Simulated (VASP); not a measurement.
# P (Cmce) in VASP: notebook

Runs on P. Level: PBE+D3(BJ). Tasks: single point, relaxation of cell and atoms.

Program: VASP 6.6.1. These are calculated values, not measurements. Logs are shortened: lines on timing, memory, paths and dates and some standing lists are left out, and cuts for length are marked.

### Step 1. The cell of the first run

Symmetry: Cmce, No. 64, orthorhombic system. Conventional cell: a = 3.327 Å, b = 10.077 Å, c = 4.082 Å, α = 90.00°, β = 90.00°, γ = 90.00°. P (site symmetry m) has 3 P at 2.23 to 2.25 Å within 2.9 Å.

### Step 2. Single point, PBE+D3(BJ) (17.11 Å³/atom)

Contents of INCAR:

```
SYSTEM = P
PREC = Accurate
ENCUT = 520
EDIFF = 1E-6
ISMEAR = 0
SIGMA = 0.1
LREAL = .FALSE.
LASPH = .TRUE.
NELM = 100
ALGO = Normal
ISIF = 2
LWAVE = .FALSE.
LCHARG = .FALSE.
GGA = PE
IVDW = 12
NBANDS = 18
```

Contents of KPOINTS:

```
regular mesh
0
G
  14 14 10
  0 0 0
```

Contents of POSCAR:

```
P
1.0
    1.6635448552     -5.0384564527      0.0000000000
    1.6635448552      5.0384564527      0.0000000000
    0.0000000000      0.0000000000      4.0818214791
P
4
Direct
    0.8920760501      0.1079239499      0.0686490388
    0.6079239499      0.3920760501      0.5686490388
    0.1079239499      0.8920760501      0.9313509612
    0.3920760501      0.6079239499      0.4313509612
```

Potentials or basis: VASP PAW PBE potentials, release 64 (P).

Run with:

```
> cat potpaw_PBE.64/P/POTCAR > POTCAR
> mpirun -np 1 vasp_std > vasp.out
```

OUTCAR:

```text
SYSTEM = P
   PREC = Accurate
   ENCUT = 520
   EDIFF = 1E-6
   ISMEAR = 0
   LREAL = .FALSE.
   LASPH = .TRUE.
   NELM = 100
   ISIF = 2
   GGA = PE
   IVDW = 12
 IVDW          = 12

 ion  position               nearest neighbor table
   1  0.892  0.108  0.069-   4 2.23   4 2.23   3 2.25
   2  0.608  0.392  0.569-   3 2.23   3 2.23   4 2.25
   3  0.108  0.892  0.931-   2 2.23   2 2.23   1 2.25
   4  0.392  0.608  0.431-   1 2.23   1 2.23   2 2.25

  LATTYP: Found a base centered orthorhombic cell.
 ALAT       =     3.3270897104
 B/A-ratio  =     3.0287469778
 C/A-ratio  =     1.2268444299

  Lattice vectors:

 A1 = (   1.6635448552,  -5.0384564527,   0.0000000000)
 A2 = (   1.6635448552,   5.0384564527,   0.0000000000)
 A3 = (   0.0000000000,   0.0000000000,   4.0818214791)

Analysis of symmetry for initial positions (statically):
=====================================================================
 Subroutine PRICEL returns:
 Original cell was already a primitive cell.

 Routine SETGRP: Setting up the symmetry group for a
 base centered orthorhombic supercell.

 Subroutine GETGRP returns: Found  8 space group operations
 (whereof  4 operations were pure point group operations)
 out of a pool of  8 trial point group operations.

The static configuration has the point symmetry C_2h.
 The point group associated with its full space group is D_2h.

Analysis of symmetry for dynamics (positions and initial velocities):
=====================================================================
 Subroutine PRICEL returns:
 Original cell was already a primitive cell.

 Routine SETGRP: Setting up the symmetry group for a
 base centered orthorhombic supercell.

 Subroutine GETGRP returns: Found  8 space group operations
 (whereof  4 operations were pure point group operations)
 out of a pool of  8 trial point group operations.

The dynamic configuration has the point symmetry C_2h.
 The point group associated with its full space group is D_2h.

 Subroutine INISYM returns: Found  8 space group operations
 (whereof  4 operations are pure point group operations),
 and found     1 'primitive' translations

----------------------------------------------------------------------------------------

                                     Primitive cell

  volume of cell :      68.4252

  direct lattice vectors                    reciprocal lattice vectors
     1.663544855 -5.038456453  0.000000000     0.300562981 -0.099236741  0.000000000
     1.663544855  5.038456453  0.000000000     0.300562981  0.099236741  0.000000000
     0.000000000  0.000000000  4.081821479     0.000000000  0.000000000  0.244988666

  length of vectors
     5.305980108  5.305980108  4.081821479     0.316521778  0.316521778  0.244988666

  position of ions in fractional coordinates (direct lattice)
     0.892076050  0.107923950  0.068649039
     0.607923950  0.392076050  0.568649039
     0.107923950  0.892076050  0.931350961
     0.392076050  0.607923950  0.431350961

  ion indices of the primitive-cell ions
   primitive index   ion index
                 1           1
                 2           2
                 3           3
                 4           4

----------------------------------------------------------------------------------------

 KPOINTS: regular mesh

Automatic generation of k-mesh.
 Grid dimensions read from file:
 generate k-points for:   14   14   10

 Generating k-lattice:

  Cartesian coordinates                     Fractional coordinates (reciprocal lattice)
     0.021468784 -0.007088339  0.000000000     0.071428571  0.000000000  0.000000000
     0.021468784  0.007088339  0.000000000     0.000000000  0.071428571  0.000000000
     0.000000000  0.000000000  0.024498867     0.000000000  0.000000000  0.100000000

  Length of vectors
     0.022608698  0.022608698  0.024498867

  Shift w.r.t. Gamma in fractional coordinates (k-lattice)
     0.000000000  0.000000000  0.000000000

 Subroutine IBZKPT returns following result:
 ===========================================

 Found    342 irreducible k-points:

 Following reciprocal coordinates:
            Coordinates               Weight
  0.000000  0.000000  0.000000      1.000000
  0.071429  0.000000  0.000000      4.000000
  0.142857  0.000000  0.000000      4.000000
  0.214286  0.000000  0.000000      4.000000
  0.285714  0.000000  0.000000      4.000000
  0.357143  0.000000  0.000000      4.000000
[... 16 lines left out ...]
  0.214286  0.142857  0.000000      4.000000
  0.285714  0.142857  0.000000      4.000000
 [... further k-points ...]
   k-points           NKPTS =    342   k-points in BZ     NKDIM =    342   number of bands    NBANDS=     18
   number of dos      NEDOS =    301   number of ions     NIONS =      4
   total plane-waves  NPLWV =  48000
   dimension x,y,z NGX =    40 NGY =   40 NGZ =   30
   dimension x,y,z NGXF=    80 NGYF=   80 NGZF=   60
   ions per type =               4
   NGX,Y,Z   is equivalent  to a cutoff of  12.53, 12.53, 12.22 a.u.
   NGXF,Y,Z  is equivalent  to a cutoff of  25.07, 25.07, 24.44 a.u.
 SYSTEM =  P
   PREC   = accura    normal or accurate (medium, high low for compatibility)
   ISTART =      0    job   : 0-new  1-cont  2-samecut
   ICHARG =      2    charge: 1-file 2-atom 10-const
   ISPIN  =      1    spin polarized calculation?
   LNONCOLLINEAR =      F non collinear calculations
   LSORBIT =      F    spin-orbit coupling
   LASPH  =      T    aspherical Exc in radial PAW
   ENCUT  =  520.0 eV  38.22 Ry    6.18 a.u.   9.87  9.87  7.59*2*pi/ulx,y,z
   NELM   =    100;   NELMIN=  2; NELMDL= -5     # of ELM steps
   EDIFF  = 0.1E-05   stopping-criterion for ELM
   LREAL  =      F    real-space projection
   EDIFFG = 0.1E-04   stopping-criterion for IOM
   NSW    =      0    number of steps for IOM
   IBRION =     -1    ionic relax: 0-MD 1-quasi-New 2-CG
   NFREE  =      0    steps in history (QN), initial steepest desc. (CG)
   ISIF   =      2    stress and relaxation
   ISYM   =      2    0-nonsym 1-usesym 2-fastsym
   POTIM  = 0.5000    time-step for ionic-motion
   TEBEG  =    0.0;   TEEND  =   0.0 temperature during run
   PSTRESS=    0.0 pullay stress
   NELECT =      20.0000    total number of electrons
   NUPDOWN=      -1.0000    fix difference up-down
   EMIN   =  10.00;   EMAX   =-10.00  energy-range for DOS
   EFERMI =   0.00;   METHOD = LEGACY
   ISMEAR =     0;   SIGMA  =   0.10  broadening in eV -4-tet -1-fermi 0-gaus
   EFERMI_NEDOS =   21; number of points for ismear=-14 and -15
   IALGO  =     38    algorithm
   IMIX   =      4    mixing-type and parameters
     AMIX     =   0.40;   BMIX     =  1.00
     AMIX_MAG =   1.60;   BMIX_MAG =  1.00
  volume/ion in A,a.u.               =      17.11       115.44
  Fermi-wavevector in a.u.,A,eV,Ry     =   1.086458  2.053107 16.060185  1.180390
  Thomas-Fermi vector in A             =   2.222595
   LORBIT       =      0    0 simple, 1 ext, 2 COOP (PROOUT), +10 PAW based schemes
   GGA     = PE    functional components
   LHFCALC =     F    Hartree Fock is set to
   AEXX    =    0.0000 exact exchange contribution
   IVDW    =    12    specifies the selected vdW correction
   LEPSILON=     F    determine dielectric tensor
   LRPA    =     F    only Hartree local field effects (RPA)
 non-spin polarized calculation
 Gauss-broadening in eV      SIGMA  =   0.10
  energy-cutoff  :      520.00
  volume of cell :       68.43
 maximum number of plane-waves:      1858
   NGX = 19   NGY = 19   NGZ = 15

 number of electron      19.9999999 magnetization

 Free energy of the ion-electron system (eV)
  ---------------------------------------------------
  ext. energy  EPLUGINS =         0.00000000
  ---------------------------------------------------
  free energy    TOTEN  =       -21.31869880 eV

  energy without entropy =      -21.31775448  energy(sigma->0) =      -21.31822664

 E-fermi :   7.7574     XC(G=0): -10.4253

 val. band max:        7.7126120317   @ k =   0.0000   0.0000   0.4000
 cond. band min:       7.7610245107   @ k =  -0.3571   0.2857   0.0000
 fundamental gap:      0.0484124790
 Fermi energy:         7.7574210260

 k-point     1 :       0.0000    0.0000    0.0000
  band No.  band energies     occupation
      1      -8.3635      2.00000
      2      -4.8554      2.00000
      3      -1.2443      2.00000
      4       0.2899      2.00000
      5       2.5574      2.00000
      6       3.6026      2.00000
[... 10 lines left out ...]
     17      14.9084      0.00000
     18      15.2488      0.00000

 k-point     2 :       0.0714    0.0000    0.0000
  band No.  band energies     occupation
      1      -8.2984      2.00000
      2      -4.8072      2.00000
      3      -1.3101      2.00000
      4       0.3615      2.00000
      5       2.6201      2.00000
      6       3.2398      2.00000
[... 10 lines left out ...]
     17      14.3134      0.00000
     18      14.8329      0.00000

 k-point     3 :       0.1429    0.0000    0.0000
  band No.  band energies     occupation
      1      -8.1034      2.00000
      2      -4.6616      2.00000
      3      -1.5451      2.00000
      4       0.5737      2.00000
      5       2.3414      2.00000
      6       2.8052      2.00000
[... 10 lines left out ...]
     17      13.0819      0.00000
     18      14.7493      0.00000

 k-point     4 :       0.2143    0.0000    0.0000
  band No.  band energies     occupation
      1      -7.7804      2.00000
      2      -4.4168      2.00000
      3      -2.0202      2.00000
      4       0.9186      2.00000
      5       1.2941      2.00000
      6       2.4441      2.00000
[... 375 lines left out ...]
      4       0.1285      2.00000
      5       1.1401      2.00000
      6       2.3372      2.00000
[... 10 lines left out ...]
     17      14.0777      0.00000
     18      14.7956      0.00000

 k-point    23 :       0.2143    0.1429    0.0000
  band No.  band energies     occupation
      1      -6.8526      2.00000
      2      -3.5004      2.00000
      3      -3.3340      2.00000
      4      -0.9465      2.00000
      5       1.5933      2.00000
      6       2.5077      2.00000
[... 10 lines left out ...]
     17      14.2490      0.00000
     18      16.0106      0.00000

 k-point    24 :       0.2857    0.1429    0.0000
  band No.  band energies     occupation
      1      -6.1970      2.00000
      2      -4.3457      2.00000
      3      -2.7105      2.00000
      4      -1.9150      2.00000
      5       2.0999      2.00000
      6       2.8075      2.00000
[... 10 lines left out ...]
     17      14.2261      0.00000
     18      15.6526      0.00000

 [... further k-points ...]

------------------------ aborting loop because EDIFF is reached ----------------------------------------

 Edisp (eV)   -1.64313

 E8    (eV) :    -0.6219

  FORCE on cell =-STRESS in cart. coord.  units (eV):
  Direction    XX          YY          ZZ          XY          YZ          ZX
  --------------------------------------------------------------------------------------
  -------------------------------------------------------------------------------------
  Total       0.23644     0.20575     0.24710     0.00000     0.00000     0.00000
  in kB       5.53632     4.81773     5.78587     0.00000     0.00000     0.00000
  external pressure =        5.38 kB  Pullay stress =        0.00 kB

 VOLUME and BASIS-vectors are now :
 -----------------------------------------------------------------------------
  energy-cutoff  :      520.00
  volume of cell :       68.43
      direct lattice vectors                 reciprocal lattice vectors
     1.663544855 -5.038456453  0.000000000     0.300562981 -0.099236741  0.000000000
     1.663544855  5.038456453  0.000000000     0.300562981  0.099236741  0.000000000
     0.000000000  0.000000000  4.081821479     0.000000000  0.000000000  0.244988666

 POSITION                                       TOTAL-FORCE (eV/Angst)
 -----------------------------------------------------------------------------------
      1.66354     -3.95092      0.28021         0.000000     -0.046881      0.042185
      1.66354     -1.08754      2.32112         0.000000      0.046881      0.042185
      1.66354      3.95092      3.80161         0.000000      0.046881     -0.042185
      1.66354      1.08754      1.76070         0.000000     -0.046881     -0.042185
 -----------------------------------------------------------------------------------
    total drift:                               -0.000000     -0.000000     -0.000000

  FREE ENERGIE OF THE ION-ELECTRON SYSTEM (eV)
  ---------------------------------------------------
  free  energy   TOTEN  =       -22.9618311553 eV

  energy  without entropy=      -22.9608868368  energy(sigma->0) =      -22.96135900
```

Wall time 2.8 min (1 thread of Intel Xeon 6975P-C (Granite Rapids), shared host); peak memory 0.42 GiB.

What came out:

```
Free energy                : -22.9618 eV
Pressure                   : 0.5 GPa
Largest force              : 0.063 eV/Å
Band gap on the k mesh     : zero (bands 10 and 11 overlap by 0.28 eV)
Dispersion energy per atom : -0.411 eV
```

Forces on the atoms (eV/Å):
```
P    0.000 -0.047  0.042
P    0.000  0.047  0.042
P    0.000  0.047 -0.042
P    0.000 -0.047 -0.042
```

### Step 3. Single point, PBE+D3(BJ)

This run uses another cell than the first one, of 17.64 Å³/atom.

Contents of INCAR:

```
PREC = Accurate ; ENCUT = 520
EDIFF = 1E-6 ; ISMEAR = 0
SIGMA = 0.1 ; LREAL = F
LASPH = T ; NELM = 80
ALGO = Normal ; ISIF = 2
LWAVE = F ; LCHARG = F
GGA = PE ; IVDW = 12
NBANDS = 18
```

Contents of KPOINTS:

```
regular mesh
0
Gamma
  14 14 10
```

Contents of POSCAR:

```
P
1.0
    1.6614148890     -5.0972765564      0.0000000000
    1.6614148890      5.0972765564      0.0000000000
    0.0000000000      0.0000000000      4.1648369318
P
4
Direct
    0.8936276018      0.1063723982      0.0718894423
    0.6063723982      0.3936276018      0.5718894423
    0.1063723982      0.8936276018      0.9281105577
    0.3936276018      0.6063723982      0.4281105577
```

Potentials or basis: VASP PAW PBE potentials, release 64 (P).

Run with:

```
> cat potpaw_PBE.64/P/POTCAR > POTCAR
> mpirun -np 1 vasp_std > vasp.out
```

Wall time 2.9 min (1 thread of Intel Xeon 6975P-C (Granite Rapids), shared host); peak memory 0.43 GiB.

It converged, with:

```yaml
Free_energy: -22.9686 eV
Pressure: -0.3 GPa
Largest_force: 0.060 eV/Å
Band_gap_on_the_k_mesh: zero (bands 10 and 11 overlap by 0.26 eV)
Dispersion_energy_per_atom: -0.398 eV
```

Forces in eV/Å, atoms in the order of the input:
```
P    0.000 -0.042  0.042
P    0.000  0.042  0.042
P    0.000  0.042 -0.042
P    0.000 -0.042 -0.042
```

Levels at points of the mesh, in eV from the Fermi level:
```csv
k point,band 8,band 9,band 10,band 11,band 12,band 13
"(0.00, 0.00, 0.00)",-2.88,-2.67,-1.38,1.03,1.24,1.89
"(0.50, 0.00, 0.00)",-3.22,-2.67,-2.67,0.80,0.80,1.08
"(0.50, 0.50, 0.00)",-2.18,-1.83,-0.37,0.45,0.66,2.46
"(0.00, 0.00, 0.50)",-3.09,-0.88,-0.88,1.46,1.46,2.20
"(0.50, 0.00, 0.50)",-5.76,-2.11,-2.11,1.60,1.60,4.75
"(0.50, 0.50, 0.50)",-2.43,-1.26,-1.26,1.32,1.32,2.72
```

### Step 4. Relaxation of cell and atoms, PBE+D3(BJ)

This run uses another cell than the first one, of 17.62 Å³/atom.

Contents of INCAR:

```
ALGO = Normal
EDIFF = 1E-6
EDIFFG = -0.005
ENCUT = 600
GGA = PE
IBRION = 2
ISIF = 3
ISMEAR = 0
IVDW = 12
LASPH = T
LCHARG = F
LREAL = F
LWAVE = F
NELM = 80
NSW = 100
PREC = Accurate
SIGMA = 0.1
```

Contents of KPOINTS:

```
k-points
0
Gamma
  14 14 10
```

Contents of POSCAR:

```
P
1.0
    1.6608893401     -5.0986683113      0.0000000000
    1.6608893401      5.0986683113      0.0000000000
    0.0000000000      0.0000000000      4.1616579104
P
4
Direct
    0.8935758535      0.1064241465      0.0717732169
    0.6064241465      0.3935758535      0.5717732169
    0.1064241465      0.8935758535      0.9282267831
    0.3935758535      0.6064241465      0.4282267831
```

Run with:

```
> cat potpaw_PBE.64/P/POTCAR > POTCAR
> mpirun -np 1 vasp_std > vasp.out
```

It took 29 min on 1 thread of Intel Xeon 8259CL, shared host; peak memory 0.52 GiB.

The run converged. Its results:

```yaml
Free_energy: -22.9696 eV
Relaxed_volume: 17.66 Å³/atom
Relaxed_cell: a = 5.362 Å, b = 5.362 Å, c = 4.176 Å, α = 90.00°, β = 90.00°, γ = 143.96°
Space_group_after_relaxing_to_0.1_Å: Cmce (No. 64)
Energy_gained_by_relaxing: 0.2 meV/atom
Ionic_steps: 9
Pressure_after_relaxing: 0.0 GPa
Largest_force_after_relaxing: 0.003 eV/Å
Band_gap_on_the_k_mesh: zero (bands 10 and 11 overlap by 0.25 eV)
Dispersion_energy_per_atom: -0.397 eV
```

Forces in eV/Å, atoms in the order of the input:
```
P    0.000 -0.002 -0.002
P    0.000  0.002 -0.002
P    0.000  0.002  0.002
P    0.000 -0.002  0.002
```

The path:
| step | energy change (eV) | largest force (eV/Å) | pressure (GPa) | volume (Å³) |
| --- | --- | --- | --- | --- |
| 1 | 0.0000 | 0.0651 | -0.32 | 70.48 |
| 2 | -0.0002 | 0.0310 | 0.37 | 70.13 |
| 3 | -0.0005 | 0.0105 | 0.08 | 70.28 |
| 4 | -0.0005 | 0.0117 | 0.07 | 70.28 |
| 5 | -0.0005 | 0.0090 | 0.04 | 70.34 |
| 6 | -0.0006 | 0.0055 | -0.01 | 70.47 |
| 7 | -0.0006 | 0.0006 | -0.01 | 70.50 |
| 8 | -0.0007 | 0.0136 | 0.01 | 70.58 |
| 9 | -0.0007 | 0.0031 | 0.00 | 70.63 |

Final structure:
```yaml
crystal:
  lattice:
    - [1.65846, -5.09860, 0.00000]
    - [1.65846, 5.09860, 0.00000]
    - [0.00000, 0.00000, 4.17631]
  atoms:
    - { symbol: P, position: [0.89397, 0.10603, 0.07280] }
    - { symbol: P, position: [0.60603, 0.39397, 0.57280] }
    - { symbol: P, position: [0.10603, 0.89397, 0.92720] }
    - { symbol: P, position: [0.39397, 0.60603, 0.42720] }
```

Levels at points of the mesh, in eV from the Fermi level:
```tsv
k point	band 6	band 7	band 8	band 9	band 10	band 11	band 12	band 13	band 14
(0.00, 0.00, 0.00)	-4.29	-4.11	-2.89	-2.68	-1.40	0.98	1.21	1.88	3.41
(0.50, 0.00, 0.00)	-5.07	-3.25	-3.25	-2.68	-2.68	0.81	0.81	1.07	1.07
(0.50, 0.50, 0.00)	-5.30	-4.39	-2.20	-1.82	-0.35	0.46	0.62	2.45	3.13
(0.00, 0.00, 0.50)	-5.16	-3.12	-3.12	-0.92	-0.92	1.46	1.46	2.24	2.24
(0.50, 0.00, 0.50)	-5.91	-5.78	-5.78	-2.11	-2.11	1.60	1.60	4.69	4.69
(0.50, 0.50, 0.50)	-3.20	-2.45	-2.45	-1.29	-1.29	1.32	1.32	2.72	2.72
```

### Step 5. The runs side by side

| task | cell | cutoff (eV) | gap on the mesh (eV) | pressure (GPa) | largest force (eV/Å) |
| --- | --- | --- | --- | --- | --- |
| single point | a = 5.306, b = 5.306, c = 4.082 Å, angles 90.0, 90.0, 143.5°, 4 atoms, atomic positions A | 520 | none | 0.5 | 0.06 |
| single point | a = 5.361, b = 5.361, c = 4.165 Å, angles 90.0, 90.0, 143.9°, 4 atoms, atomic positions B | 520 | none | -0.3 | 0.06 |
| relaxation of cell and atoms | relaxed from a = 5.362, b = 5.362, c = 4.162 Å, angles 90.0, 90.0, 143.9°, 4 atoms, atomic positions C | 600 | none | 0.0 | - |

Alike in all rows: level PBE+D3(BJ); potentials or basis VASP PAW PBE potentials, release 64 (P); no spin polarisation; k mesh 14 × 14 × 10; smearing gaussian 0.1 eV.

Absolute energies hang on the potentials; compare differences alone.

The gap in the log of VASP goes by the Fermi energy; the results here count the filled bands.